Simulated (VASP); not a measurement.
Crystal: CdS.

```
Cd S
1.0
     4.16884    0.00000    0.00000
    -2.08442    3.61032    0.00000
     0.00000    0.00000    6.77962
Cd S
2 2
Direct
  0.66667 0.33333 0.50022
  0.33333 0.66667 0.00022
  0.66667 0.33333 0.87678
  0.33333 0.66667 0.37678
```

| Item | Value |
| --- | --- |
| Program | VASP 6.6.1 |
| Task | relaxation of cell and atoms |
| Functional | LDA |
| Potentials or basis | VASP PAW LDA potentials, release 64 (Cd, S) |
| Cutoff | 600 eV |
| k mesh | 6 × 6 × 4 |
| Occupations | gaussian, width 0.02 eV |
| Spin | no spin polarisation |

At the start: pressure -3.5 GPa; volume 25.51 Å³/atom.

Q: Where does the relaxation end?

A: Over 9 steps the energy falls by 17.2 meV/atom and the volume is 24.03 Å³/atom (-5.8 %); space group P6_3mc (No. 186, to 0.1 Å) before and after.

The path:
```csv
step,energy change (eV),largest force (eV/Å),pressure (GPa),volume (Å³)
1,0.0000,0.0026,-3.52,102.04
2,-0.0580,0.0096,1.61,93.99
3,-0.0686,0.0053,0.00,96.13
4,-0.0686,0.0055,0.08,96.01
5,-0.0686,0.0044,-0.03,96.18
6,-0.0686,0.0046,-0.01,96.15
7,-0.0686,0.0047,-0.01,96.14
8,-0.0686,0.0038,0.00,96.14
9,-0.0686,0.0014,0.00,96.14
```

Final structure:
```
CELL_PARAMETERS angstrom
4.08507 0.00000 0.00000
-2.04254 3.53778 0.00000
0.00000 0.00000 6.65203
ATOMIC_POSITIONS crystal
Cd 0.66667 0.33333 0.50037
Cd 0.33333 0.66667 0.00037
S 0.66667 0.33333 0.87663
S 0.33333 0.66667 0.37663
```
